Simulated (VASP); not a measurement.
## Ca3Y3Au: single point with PBE

Crystal: Ca3Y3Au.

```
Ca Y Au
1.0
     5.56558    0.00000    0.00000
     0.00000    5.56558    0.00000
     0.00000    0.00000    5.56558
Ca Y Au
3 3 1
Cartesian
  0.0000 2.7828 0.0000
  2.7828 0.0000 0.0000
  0.0000 0.0000 2.7828
  0.0000 2.7828 2.7828
  2.7828 2.7828 0.0000
  2.7828 0.0000 2.7828
  2.7828 2.7828 2.7828
```

The cell was generated, and may not be a known phase.

- Program: VASP 6.6.1
- Task: single point
- Functional: PBE
- Potentials or basis: VASP PAW PBE potentials, release 64 (Ca_sv, Y_sv, Au)
- Cutoff: 520 eV
- k mesh: 4 × 4 × 4
- Occupations: gaussian, width 0.1 eV
- Spin: no spin polarisation
- Dipole correction: no
- Further INCAR settings: ALGO = Fast; EDIFF = 1e-07; NBANDS = 46

The pressure is 17.2 GPa and the band gap on the k mesh is zero (bands 37 and 38 overlap by 0.35 eV).

Levels at points of the mesh, in eV from the Fermi level:
```
           k point  band 33  band 34  band 35  band 36  band 37  band 38  band 39  band 40  band 41  band 42
(0.00, 0.00, 0.00)    -1.06    -1.06    -0.73    -0.73     0.09     0.09     0.26     0.42     0.42     0.42
(0.50, 0.00, 0.00)    -1.09    -1.09    -0.80    -0.47    -0.47    -0.25    -0.16     0.15     0.25     0.72
(0.50, 0.50, 0.00)    -1.61    -1.17    -1.13    -0.10    -0.10     0.85     1.09     1.24     1.24     1.26
(0.50, 0.50, 0.50)    -2.09    -1.50    -0.17    -0.17    -0.17     1.35     1.35     1.35     1.69     1.69
```

Wall time 12 min on 1 thread of Intel Xeon 8259CL, with other jobs on the host, peak memory 0.32 GiB.

Caveat: the cell stands under pressure; spin-orbit coupling is left out, which moves the levels of the heavy elements.
